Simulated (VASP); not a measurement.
# Ti6NO12F3 in VASP: single point with PBE

Aim: the single point of Ti6NO12F3 with PBE.

All numbers are computed with VASP 6.6.1; they aren't measurements. Logs are shortened: lines on timing, memory, paths and dates and some standing lists are left out, and cuts for length are marked.

## (1) The cell of the first run

The cell holds a slab with vacuum, 22 atoms: a = 5.462 Å, b = 5.462 Å, c = 16.804 Å, α = 90.00°, β = 90.00°, γ = 72.92°.

## (2) Single point, PBE

File INCAR:

```
SYSTEM = Ti6NO12F3
  PREC = Accurate
  ENCUT = 520
  EDIFF = 1E-6
  ISMEAR = 0
  SIGMA = 0.05
  LREAL = Auto
  LASPH = .TRUE.
  NELM = 100
  ALGO = Normal
  ISIF = 2
  LWAVE = .FALSE.
  LCHARG = .TRUE.
  GGA = PE
  LELF = .TRUE.
  LVHAR = .TRUE.
  NBANDS = 102
```

File KPOINTS:

```
regular mesh
0
G
  3 3 1
  0 0 0
```

File POSCAR:

```
Ti6NO12F3
1.0
    5.4616570000      0.0000000000      0.0000000000
    1.6042020000      5.2207510000      0.0000000000
    0.0000000000      0.0000000000     16.8044440000
Ti O N F
6 12 1 3
Direct
    0.0000000000      0.0000000000      0.0595081000
    0.3864822000      0.3864822000      0.1245818000
    0.7403188217      0.7403366501      0.1991993945
    0.1665837847      0.1665681514      0.2714442649
    0.5451812651      0.5449575100      0.3530423313
    0.9190081634      0.9185650214      0.3777118341
    0.1785187000      0.1785187000      0.1446245000
    0.0594822000      0.7134822000      0.1245818000
    0.5944457000      0.5944457000      0.1045391000
    0.7134822000      0.0594822000      0.1245818000
    0.9376564354      0.9375705069      0.2666755107
    0.8601060140      0.4611521109      0.2590764658
    0.3922887269      0.3921694506      0.2307298620
    0.4611922643      0.8600817044      0.2590718399
    0.7190430450      0.7190749893      0.4097070463
    0.6620972618      0.2314921064      0.3963037428
    0.1489212464      0.1487787805      0.3730779950
    0.2315907934      0.6618070028      0.3962370868
    0.5279840775      0.4061720854      0.5982834777
    0.2719273082      0.4269865280      0.6137050023
    0.6404452709      0.1428829630      0.6010919242
    0.6064862427      0.4825460189      0.6731296801
```

Potentials or basis: VASP PAW PBE potentials, release 64 (Ti_sv, O, N, F).

Command:

```bash
$ cat potpaw_PBE.64/Ti_sv/POTCAR potpaw_PBE.64/O/POTCAR potpaw_PBE.64/N/POTCAR potpaw_PBE.64/F/POTCAR > POTCAR
$ mpirun -np 1 vasp_std > vasp.out
```

OUTCAR:

```text
SYSTEM = Ti6NO12F3
   PREC = Accurate
   ENCUT = 520
   EDIFF = 1E-6
   ISMEAR = 0
   LREAL = Auto
   LASPH = .TRUE.
   NELM = 100
   ISIF = 2
   GGA = PE

 ion  position               nearest neighbor table
   1  0.000  0.000  0.060-  10 1.86   8 1.86   7 2.12
   2  0.386  0.386  0.125-  13 1.78   9 1.86   7 1.86  10 2.12   8 2.12
   3  0.740  0.740  0.199-  14 1.78  12 1.78   9 2.04  11 2.07  10 2.12   8 2.12
   4  0.167  0.167  0.271-  17 1.71  12 1.96  14 1.96  11 2.01  13 2.10   7 2.13   6 2.82
   5  0.545  0.545  0.353-  16 1.80  18 1.80  15 1.80  12 2.28  14 2.28
   6  0.919  0.919  0.378-  15 1.84  11 1.87  18 1.89  16 1.89  17 2.02   4 2.82
   7  0.179  0.179  0.145-   2 1.86   1 2.12   4 2.13
   8  0.059  0.713  0.125-   1 1.86   3 2.12   2 2.12
   9  0.594  0.594  0.105-   2 1.86   3 2.04
  10  0.713  0.059  0.125-   1 1.86   3 2.12   2 2.12
  11  0.938  0.938  0.267-   6 1.87   4 2.01   3 2.07
  12  0.860  0.461  0.259-   3 1.78   4 1.96   5 2.28
  13  0.392  0.392  0.231-   2 1.78   4 2.10
  14  0.461  0.860  0.259-   3 1.78   4 1.96   5 2.28
  15  0.719  0.719  0.410-   5 1.80   6 1.84
  16  0.662  0.231  0.396-   5 1.80   6 1.89
  17  0.149  0.149  0.373-   4 1.71   6 2.02
  18  0.232  0.662  0.396-   5 1.80   6 1.89
  19  0.528  0.406  0.598-  21 1.39  20 1.39  22 1.43
  20  0.272  0.427  0.614-  19 1.39
  21  0.640  0.143  0.601-  19 1.39
  22  0.606  0.483  0.673-  19 1.43

  LATTYP: Found a base centered orthorhombic cell.
 ALAT       =     6.4912402575
 B/A-ratio  =     1.3534182574
 C/A-ratio  =     2.5887878638

  Lattice vectors:

 A1 = (  -1.6042020000,  -5.2207510000,   0.0000000000)
 A2 = (   5.4616570000,   0.0000000000,   0.0000000000)
 A3 = (   0.0000000000,   0.0000000000,  16.8044440000)

Analysis of symmetry for initial positions (statically):
=====================================================================
 Subroutine PRICEL returns:
 Original cell was already a primitive cell.

 Routine SETGRP: Setting up the symmetry group for a
 base centered orthorhombic supercell.

 Subroutine GETGRP returns: Found  1 space group operations
 (whereof  1 operations were pure point group operations)
 out of a pool of  8 trial point group operations.

The static configuration has the point symmetry C_1 .

Analysis of symmetry for dynamics (positions and initial velocities):
=====================================================================
 Subroutine PRICEL returns:
 Original cell was already a primitive cell.

 Routine SETGRP: Setting up the symmetry group for a
 base centered orthorhombic supercell.

 Subroutine GETGRP returns: Found  1 space group operations
 (whereof  1 operations were pure point group operations)
 out of a pool of  8 trial point group operations.

The dynamic configuration has the point symmetry C_1 .

 Subroutine INISYM returns: Found  1 space group operations
 (whereof  1 operations are pure point group operations),
 and found     1 'primitive' translations

----------------------------------------------------------------------------------------

                                     Primitive cell

  volume of cell :     479.1611

  direct lattice vectors                    reciprocal lattice vectors
     5.461657000  0.000000000  0.000000000     0.183094618 -0.056260249  0.000000000
     1.604202000  5.220751000  0.000000000     0.000000000  0.191543324  0.000000000
     0.000000000  0.000000000 16.804444000     0.000000000  0.000000000  0.059508068

  length of vectors
     5.461657000  5.461657721 16.804444000     0.191543349  0.191543324  0.059508068

  position of ions in fractional coordinates (direct lattice)
     0.000000000  0.000000000  0.059508100
     0.386482200  0.386482200  0.124581800
     0.740318822  0.740336650  0.199199394
     0.166583785  0.166568151  0.271444265
     0.545181265  0.544957510  0.353042331
     0.919008163  0.918565021  0.377711834
[... 14 lines left out ...]
     0.640445271  0.142882963  0.601091924
     0.606486243  0.482546019  0.673129680

  ion indices of the primitive-cell ions
   primitive index   ion index
                 1           1
                 2           2
                 3           3
                 4           4
                 5           5
                 6           6
[... 14 lines left out ...]
                21          21
                22          22

----------------------------------------------------------------------------------------

 KPOINTS: regular mesh

Automatic generation of k-mesh.
 Grid dimensions read from file:
 generate k-points for:    3    3    1

 Generating k-lattice:

  Cartesian coordinates                     Fractional coordinates (reciprocal lattice)
     0.061031539 -0.018753416  0.000000000     0.333333333 -0.000000000  0.000000000
     0.000000000  0.063847775  0.000000000     0.000000000  0.333333333  0.000000000
     0.000000000  0.000000000  0.059508068     0.000000000  0.000000000  1.000000000

  Length of vectors
     0.063847783  0.063847775  0.059508068

  Shift w.r.t. Gamma in fractional coordinates (k-lattice)
     0.000000000  0.000000000  0.000000000

 Subroutine IBZKPT returns following result:
 ===========================================

 Found      5 irreducible k-points:

 Following reciprocal coordinates:
            Coordinates               Weight
  0.000000  0.000000  0.000000      1.000000
  0.333333 -0.000000  0.000000      2.000000
  0.000000 -0.333333  0.000000      2.000000
  0.333333  0.333333  0.000000      2.000000
 -0.333333  0.333333  0.000000      2.000000
   k-points           NKPTS =      5   k-points in BZ     NKDIM =      5   number of bands    NBANDS=    102
   number of dos      NEDOS =    301   number of ions     NIONS =     22
   total plane-waves  NPLWV = 222264
   dimension x,y,z NGX =    42 NGY =   42 NGZ =  126
   dimension x,y,z NGXF=    84 NGYF=   84 NGZF=  252
   ions per type =               6  12   1   3
   NGX,Y,Z   is equivalent  to a cutoff of  12.78, 12.78, 12.47 a.u.
   NGXF,Y,Z  is equivalent  to a cutoff of  25.57, 25.57, 24.93 a.u.
 SYSTEM =  Ti6NO12F3
   PREC   = accura    normal or accurate (medium, high low for compatibility)
   ISTART =      0    job   : 0-new  1-cont  2-samecut
   ICHARG =      2    charge: 1-file 2-atom 10-const
   ISPIN  =      1    spin polarized calculation?
   LNONCOLLINEAR =      F non collinear calculations
   LSORBIT =      F    spin-orbit coupling
   LASPH  =      T    aspherical Exc in radial PAW
   ENCUT  =  520.0 eV  38.22 Ry    6.18 a.u.  10.16 10.16 31.25*2*pi/ulx,y,z
   NELM   =    100;   NELMIN=  2; NELMDL= -5     # of ELM steps
   EDIFF  = 0.1E-05   stopping-criterion for ELM
   LREAL  =      T    real-space projection
   EDIFFG = 0.1E-04   stopping-criterion for IOM
   NSW    =      0    number of steps for IOM
   IBRION =     -1    ionic relax: 0-MD 1-quasi-New 2-CG
   NFREE  =      0    steps in history (QN), initial steepest desc. (CG)
   ISIF   =      2    stress and relaxation
   ISYM   =      2    0-nonsym 1-usesym 2-fastsym
   POTIM  = 0.5000    time-step for ionic-motion
   TEBEG  =    0.0;   TEEND  =   0.0 temperature during run
   PSTRESS=    0.0 pullay stress
   NELECT =     170.0000    total number of electrons
   NUPDOWN=      -1.0000    fix difference up-down
   EMIN   =  10.00;   EMAX   =-10.00  energy-range for DOS
   EFERMI =   0.00;   METHOD = LEGACY
   ISMEAR =     0;   SIGMA  =   0.05  broadening in eV -4-tet -1-fermi 0-gaus
   EFERMI_NEDOS =   21; number of points for ismear=-14 and -15
   IALGO  =     38    algorithm
   IMIX   =      4    mixing-type and parameters
     AMIX     =   0.40;   BMIX     =  1.00
     AMIX_MAG =   1.60;   BMIX_MAG =  1.00
  volume/ion in A,a.u.               =      21.78       146.98
  Fermi-wavevector in a.u.,A,eV,Ry     =   1.158948  2.190094 18.274808  1.343160
  Thomas-Fermi vector in A             =   2.295545
   LORBIT       =      0    0 simple, 1 ext, 2 COOP (PROOUT), +10 PAW based schemes
   GGA     = PE    functional components
   LHFCALC =     F    Hartree Fock is set to
   AEXX    =    0.0000 exact exchange contribution
   IVDW    =     0    specifies the selected vdW correction
   LEPSILON=     F    determine dielectric tensor
   LRPA    =     F    only Hartree local field effects (RPA)
 non-spin polarized calculation
 Gauss-broadening in eV      SIGMA  =   0.05
  energy-cutoff  :      520.00
  volume of cell :      479.16
 maximum number of plane-waves:     12948
 NGX is ok and might be reduce to    42
   NGX = 21   NGY = 21   NGZ = 63

 number of electron     170.0000002 magnetization

 Free energy of the ion-electron system (eV)
  ---------------------------------------------------
  ext. energy  EPLUGINS =         0.00000000
  ---------------------------------------------------
  free energy    TOTEN  =      -167.57083362 eV

  energy without entropy =     -167.56826848  energy(sigma->0) =     -167.56955105

 E-fermi :  -0.2832     XC(G=0):  -6.6047

 val. band max:       -0.3596977479   @ k =   0.0000  -0.3333   0.0000
 cond. band min:      -0.2014367676   @ k =   0.3333   0.3333   0.0000
 fundamental gap:      0.1582609803
 Fermi energy:        -0.2832089828

 k-point     1 :       0.0000    0.0000    0.0000
  band No.  band energies     occupation
      1     -59.0716      2.00000
      2     -57.5505      2.00000
      3     -57.1502      2.00000
      4     -56.6720      2.00000
      5     -56.4628      2.00000
      6     -56.2558      2.00000
[... 89 lines left out ...]
     96       2.6027      0.00000
     97       2.7034      0.00000

 k-point     2 :       0.3333   -0.0000    0.0000
  band No.  band energies     occupation
      1     -59.0716      2.00000
      2     -57.5505      2.00000
      3     -57.1502      2.00000
      4     -56.6720      2.00000
      5     -56.4627      2.00000
      6     -56.2559      2.00000
[... 89 lines left out ...]
     96       2.6886      0.00000
     97       2.7697      0.00000

 k-point     3 :       0.0000   -0.3333    0.0000
  band No.  band energies     occupation
      1     -59.0716      2.00000
      2     -57.5505      2.00000
      3     -57.1502      2.00000
      4     -56.6720      2.00000
      5     -56.4627      2.00000
      6     -56.2559      2.00000
[... 89 lines left out ...]
     96       2.6885      0.00000
     97       2.7698      0.00000

 k-point     4 :       0.3333    0.3333    0.0000
  band No.  band energies     occupation
      1     -59.0716      2.00000
      2     -57.5505      2.00000
      3     -57.1503      2.00000
      4     -56.6720      2.00000
      5     -56.4627      2.00000
      6     -56.2560      2.00000
[... 89 lines left out ...]
     96       2.6873      0.00000
     97       2.7655      0.00000

 k-point     5 :      -0.3333    0.3333    0.0000
  band No.  band energies     occupation
      1     -59.0716      2.00000
      2     -57.5505      2.00000
      3     -57.1503      2.00000
      4     -56.6720      2.00000
      5     -56.4626      2.00000
      6     -56.2560      2.00000
[... 89 lines left out ...]
     96       2.6316      0.00000
     97       2.7612      0.00000
 [bands above 97 left out]

------------------------ aborting loop because EDIFF is reached ----------------------------------------

  FORCE on cell =-STRESS in cart. coord.  units (eV):
  Direction    XX          YY          ZZ          XY          YZ          ZX
  --------------------------------------------------------------------------------------
  -------------------------------------------------------------------------------------
  Total        4.8656959      6.1624208    -10.1844574     -2.1645695      0.1834684      0.1366405
  in kB       16.2694920     20.6053685    -34.0539057     -7.2376998      0.6134659      0.4568866
  external PRESSURE =       0.9403183 kB  Pullay stress =       0.0000000 kB

 VOLUME and BASIS-vectors are now :
 -----------------------------------------------------------------------------
  energy-cutoff  :      520.00
  volume of cell :      479.16
      direct lattice vectors                 reciprocal lattice vectors
     5.461657000  0.000000000  0.000000000     0.183094618 -0.056260249  0.000000000
     1.604202000  5.220751000  0.000000000     0.000000000  0.191543324  0.000000000
     0.000000000  0.000000000 16.804444000     0.000000000  0.000000000  0.059508068

 POSITION                                       TOTAL-FORCE (eV/Angst)
 -----------------------------------------------------------------------------------
      0.00000      0.00000      1.00000        -1.030680     -0.761607      8.153492
      2.73083      2.01773      2.09353         1.917103      1.415795      3.617688
      5.23102      3.86511      3.34744         0.065207      0.045935     -0.115421
      1.17703      0.86961      4.56147         0.017970      0.013012     -0.188878
      3.85182      2.84509      5.93268         0.004639      0.004481     -0.123931
      6.49287      4.79560      6.34724         0.023068      0.023402      0.080434
[... 14 lines left out ...]
      3.72711      0.74596     10.10102         0.061901     -0.404342      0.001502
      4.08652      2.51925     11.31157         0.128353      0.101626      0.286545
 -----------------------------------------------------------------------------------
    total drift:                                0.027162      0.019203     -0.004991

  FREE ENERGIE OF THE ION-ELECTRON SYSTEM (eV)
  ---------------------------------------------------
  free  energy   TOTEN  =      -167.5708336226 eV

  energy  without entropy=     -167.5682684850  energy(sigma->0) =     -167.56955105
```

It took 8.9 min on 1 thread of AMD EPYC 7R43 (Zen 3), shared host; peak memory 0.54 GiB.

What came out:

- Free energy: -167.5708 eV
- Largest force: 8.254 eV/Å
- Band gap on the k mesh: 0.16 eV

Forces in eV/Å, atoms in the order of the input:
```
Ti  -1.031 -0.762  8.153
Ti   1.917  1.416  3.618
Ti   0.065  0.046 -0.115
Ti   0.018  0.013 -0.189
Ti   0.005  0.004 -0.124
Ti   0.023  0.023  0.080
O   -2.812 -2.077 -4.706
O    1.845 -0.382 -3.386
O   -0.098 -0.072 -0.441
O    0.177  1.875 -3.385
O   -0.007 -0.005 -0.062
O   -0.004 -0.062  0.055
O    0.023  0.019  0.115
O   -0.061  0.015  0.054
O    0.004  0.003  0.059
O   -0.022 -0.044  0.047
O    0.011  0.008  0.184
O   -0.046 -0.010  0.046
N    0.164  0.252 -0.347
F   -0.364  0.041  0.055
F    0.062 -0.404  0.002
F    0.128  0.102  0.287
```
